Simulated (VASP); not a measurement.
# TaN (P-6m2) in VASP: further runs

TaN is run at these levels: BLYP, LDA; tasks: single point.

Everything below comes from runs of VASP 6.6.1. Logs are shortened: lines on timing, memory, paths and dates and some standing lists are left out, and cuts for length are marked.

**1. The cell of the first run**

Symmetry: P-6m2, No. 187, hexagonal system. Conventional cell: a = 2.938 Å, b = 2.938 Å, c = 2.883 Å, α = 90.00°, β = 90.00°, γ = 120.00°. Within 3.0 Å of Ta (site symmetry -6m2) lie 6 N at 2.23 Å and 8 Ta at 2.88 to 2.94 Å. N (site symmetry -6m2) has 6 Ta at 2.23 Å and 8 N at 2.88 to 2.94 Å within 3.0 Å.

**2. Single point, BLYP**

INCAR

```
PREC     = Accurate       # precision mode
ENCUT    = 700            # plane-wave cutoff, eV
EDIFF    = 1E-6           # SCF threshold, eV
ISMEAR   = 0              # smearing method
SIGMA    = 0.1            # smearing width, eV
LREAL    = F              # projectors in reciprocal space
LASPH    = T              # aspherical terms in the spheres
NELM     = 120            # most SCF steps
ALGO     = Normal         # electronic algorithm
ISIF     = 2              # what is computed and relaxed
LWAVE    = F              # write WAVECAR
LCHARG   = F              # write CHGCAR
GGA      = B5             # functional
ALDAX    = 1.0          
AGGAX    = 1.0          
AGGAC    = 1.0          
ALDAC    = 0.0          
NBANDS   = 16             # bands
GGA_COMPAT= F
```

KPOINTS

```
Automatic mesh
0
Gamma
  13 13 12
```

POSCAR

```
TaN
1.0
    2.9380000000      0.0000000000      0.0000000000
   -1.4690000000      2.5443830000      0.0000000000
    0.0000000000      0.0000000000      2.8830000000
Ta N
1 1
Direct
    0.3333333333      0.6666666667      0.5000000000
    0.0000000000      0.0000000000      0.0000000000
```

Potentials or basis: VASP PAW PBE potentials, release 64 (Ta_sv_GW, N).

The run is started by

```
> cat potpaw_PBE.64/Ta_sv_GW/POTCAR potpaw_PBE.64/N/POTCAR > POTCAR
> mpirun -np 1 vasp_std > vasp.out
```

OUTCAR:

```text
PREC = Accurate
   ENCUT = 700
   EDIFF = 1E-6
   ISMEAR = 0
   LREAL = F
   LASPH = T
   NELM = 120
   ISIF = 2
   GGA = B5

 ion  position               nearest neighbor table
   1  0.333  0.667  0.500-   2 2.23   2 2.23   2 2.23   2 2.23   2 2.23   2 2.23
   2  0.000  0.000  0.000-   1 2.23   1 2.23   1 2.23   1 2.23   1 2.23   1 2.23

  LATTYP: Found a hexagonal cell.
 ALAT       =     2.9380000000
 C/A-ratio  =     0.9812797822

  Lattice vectors:

 A1 = (   2.9380000000,   0.0000000000,   0.0000000000)
 A2 = (  -1.4690000000,   2.5443830000,   0.0000000000)
 A3 = (   0.0000000000,   0.0000000000,   2.8830000000)

Analysis of symmetry for initial positions (statically):
=====================================================================
 Subroutine PRICEL returns:
 Original cell was already a primitive cell.

 Routine SETGRP: Setting up the symmetry group for a
 hexagonal supercell.

 Subroutine GETGRP returns: Found 12 space group operations
 (whereof 12 operations were pure point group operations)
 out of a pool of 24 trial point group operations.

The static configuration has the point symmetry D_3h.

Analysis of symmetry for dynamics (positions and initial velocities):
=====================================================================
 Subroutine PRICEL returns:
 Original cell was already a primitive cell.

 Routine SETGRP: Setting up the symmetry group for a
 hexagonal supercell.

 Subroutine GETGRP returns: Found 12 space group operations
 (whereof 12 operations were pure point group operations)
 out of a pool of 24 trial point group operations.

The dynamic configuration has the point symmetry D_3h.

 Subroutine INISYM returns: Found 12 space group operations
 (whereof 12 operations are pure point group operations),
 and found     1 'primitive' translations

----------------------------------------------------------------------------------------

                                     Primitive cell

  volume of cell :      21.5516

  direct lattice vectors                    reciprocal lattice vectors
     2.938000000  0.000000000  0.000000000     0.340367597  0.196511296  0.000000000
    -1.469000000  2.544383000  0.000000000     0.000000000  0.393022591  0.000000000
     0.000000000  0.000000000  2.883000000     0.000000000  0.000000000  0.346860909

  length of vectors
[... 81 lines left out ...]
   NELM   =    120;   NELMIN=  2; NELMDL= -5     # of ELM steps
   EDIFF  = 0.1E-05   stopping-criterion for ELM
   LREAL  =      F    real-space projection
   EDIFFG = 0.1E-04   stopping-criterion for IOM
   NSW    =      0    number of steps for IOM
   IBRION =     -1    ionic relax: 0-MD 1-quasi-New 2-CG
   NFREE  =      0    steps in history (QN), initial steepest desc. (CG)
   ISIF   =      2    stress and relaxation
   ISYM   =      2    0-nonsym 1-usesym 2-fastsym
   POTIM  = 0.5000    time-step for ionic-motion
   TEBEG  =    0.0;   TEEND  =   0.0 temperature during run
   PSTRESS=    0.0 pullay stress
   NELECT =      18.0000    total number of electrons
   NUPDOWN=      -1.0000    fix difference up-down
   EMIN   =  10.00;   EMAX   =-10.00  energy-range for DOS
   EFERMI =   0.00;   METHOD = LEGACY
   ISMEAR =     0;   SIGMA  =   0.10  broadening in eV -4-tet -1-fermi 0-gaus
   EFERMI_NEDOS =   21; number of points for ismear=-14 and -15
   IALGO  =     38    algorithm
   IMIX   =      4    mixing-type and parameters
     AMIX     =   0.40;   BMIX     =  1.00
     AMIX_MAG =   1.60;   BMIX_MAG =  1.00
  volume/ion in A,a.u.               =      10.78        72.72
  Fermi-wavevector in a.u.,A,eV,Ry     =   1.541722  2.913432 32.339773  2.376906
  Thomas-Fermi vector in A             =   2.647628
   LORBIT       =      0    0 simple, 1 ext, 2 COOP (PROOUT), +10 PAW based schemes
   GGA     = B5    functional components
   LHFCALC =     F    Hartree Fock is set to
   AEXX    =    0.0000 exact exchange contribution
   IVDW    =     0    specifies the selected vdW correction
   LEPSILON=     F    determine dielectric tensor
   LRPA    =     F    only Hartree local field effects (RPA)
 non-spin polarized calculation
 Gauss-broadening in eV      SIGMA  =   0.10
  energy-cutoff  :      700.00
  volume of cell :       21.55
 maximum number of plane-waves:       930
 NGX is ok and might be reduce to    28
   NGX = 13   NGY = 13   NGZ = 13

 number of electron      17.9999998 magnetization

 Free energy of the ion-electron system (eV)
  ---------------------------------------------------
  ext. energy  EPLUGINS =         0.00000000
  ---------------------------------------------------
  free energy    TOTEN  =       -22.94967579 eV

  energy without entropy =      -22.94944200  energy(sigma->0) =      -22.94955890

 E-fermi :  12.9364     XC(G=0): -13.0046

 val. band max:       12.9010722358   @ k =   0.0000   0.0000   0.4167
 cond. band min:      13.0476488693   @ k =   0.0769  -0.0000   0.5000
 fundamental gap:      0.1465766335
 Fermi energy:        12.9364189234

 k-point     1 :       0.0000    0.0000    0.0000
  band No.  band energies     occupation
      1     -55.3561      2.00000
      2     -21.8486      2.00000
      3     -21.5953      2.00000
      4     -21.5953      2.00000
      5      -4.6678      2.00000
      6       8.3936      2.00000
[... 433 lines left out ...]
      3     -21.8217      2.00000
      4     -21.6410      2.00000
      5      -4.0977      2.00000
      6       7.3464      2.00000
[... 8 lines left out ...]
     15      26.1932      0.00000
     16      30.2355      0.00000

 [... further k-points ...]

------------------------ aborting loop because EDIFF is reached ----------------------------------------

  FORCE on cell =-STRESS in cart. coord.  units (eV):
  Direction    XX          YY          ZZ          XY          YZ          ZX
  --------------------------------------------------------------------------------------
  -------------------------------------------------------------------------------------
  Total        2.1619028      2.1619034      2.4560711      0.0000000     -0.0000000      0.0000000
  in kB      160.7192231    160.7192691    182.5881516      0.0000000     -0.0000000      0.0000000
  external PRESSURE =     168.0088813 kB  Pullay stress =       0.0000000 kB

 VOLUME and BASIS-vectors are now :
 -----------------------------------------------------------------------------
  energy-cutoff  :      700.00
  volume of cell :       21.55
      direct lattice vectors                 reciprocal lattice vectors
     2.938000000  0.000000000  0.000000000     0.340367597  0.196511296  0.000000000
    -1.469000000  2.544383000  0.000000000     0.000000000  0.393022591  0.000000000
     0.000000000  0.000000000  2.883000000     0.000000000  0.000000000  0.346860909

 POSITION                                       TOTAL-FORCE (eV/Angst)
 -----------------------------------------------------------------------------------
     -0.00000      1.69626      1.44150        -0.000000      0.000000      0.000000
      0.00000      0.00000      0.00000         0.000000     -0.000000      0.000000
 -----------------------------------------------------------------------------------
    total drift:                                0.000000      0.000006     -0.000000

  FREE ENERGIE OF THE ION-ELECTRON SYSTEM (eV)
  ---------------------------------------------------
  free  energy   TOTEN  =       -22.9496757890 eV

  energy  without entropy=      -22.9494420033  energy(sigma->0) =      -22.94955890
```

OSZICAR:

```text
N       E                     dE             d eps       ncg     rms          rms(c)
DAV:   1     0.135851760043E+03    0.13585E+03   -0.13340E+04  4704   0.145E+03
DAV:   2    -0.206741793456E+02   -0.15653E+03   -0.15080E+03  6680   0.378E+02
DAV:   3    -0.271199668709E+02   -0.64458E+01   -0.64371E+01  5776   0.694E+01
DAV:   4    -0.272745273029E+02   -0.15456E+00   -0.15456E+00  6976   0.740E+00
DAV:   5    -0.272762164260E+02   -0.16891E-02   -0.16891E-02  5872   0.575E-01    0.730E+01
DAV:   6    -0.230856644067E+02    0.41906E+01   -0.91470E+00  5928   0.279E+01    0.893E+01
DAV:   7    -0.230725258796E+02    0.13139E-01   -0.65349E-01  4808   0.593E+00    0.590E+01
DAV:   8    -0.229595238794E+02    0.11300E+00   -0.34173E-01  6024   0.490E+00    0.342E+01
DAV:   9    -0.229514918402E+02    0.80320E-02   -0.66893E-02  5592   0.234E+00    0.139E+01
DAV:  10    -0.229506818603E+02    0.80998E-03   -0.31477E-03  5176   0.553E-01    0.918E+00
DAV:  11    -0.229497227461E+02    0.95911E-03   -0.19506E-03  6176   0.393E-01    0.328E+00
DAV:  12    -0.229496989683E+02    0.23778E-04   -0.19707E-04  5480   0.112E-01    0.192E+00
DAV:  13    -0.229496886938E+02    0.10275E-04   -0.85975E-06  5984   0.279E-02    0.114E+00
DAV:  14    -0.229496758642E+02    0.12830E-04   -0.17989E-05  6072   0.394E-02    0.430E-01
DAV:  15    -0.229496757890E+02    0.75136E-07   -0.27173E-06  4152   0.131E-02
   1 F= -.22949676E+02 E0= -.22949559E+02  d E =-.233786E-03
```

Wall time 2.5 min (1 thread of AMD EPYC 7R43 (Zen 3), shared host); peak memory 0.19 GiB.

Results:

```
Free energy            : -22.9497 eV
Pressure               : 16.8 GPa
Band gap on the k mesh : zero (bands 9 and 10 overlap by 0.32 eV)
```

Stress tensor (GPa, compression positive):
```
16.07  0.00  0.00
 0.00 16.07  0.00
 0.00  0.00 18.26
```

Levels at points of the mesh, in eV from the Fermi level:
| k point | band 5 | band 6 | band 7 | band 8 | band 9 | band 10 | band 11 | band 12 | band 13 | band 14 |
| --- | --- | --- | --- | --- | --- | --- | --- | --- | --- | --- |
| (0.00, 0.00, 0.00) | -17.60 | -4.54 | -4.54 | -4.12 | -2.89 | 2.42 | 3.52 | 3.52 | 3.94 | 3.94 |
| (0.00, 0.00, 0.50) | -15.03 | -9.15 | -3.74 | -3.74 | -0.10 | -0.10 | 2.30 | 3.34 | 3.34 | 8.66 |

Caveat: the cell stands under pressure; the PAW data sets were made with another functional, which shifts forces and pressure a little; spin-orbit coupling is left out, which moves the levels of the heavy elements.

(Part 1 of 2 ends here.)

The gap in the log of VASP goes by the Fermi energy; the results here count the filled bands.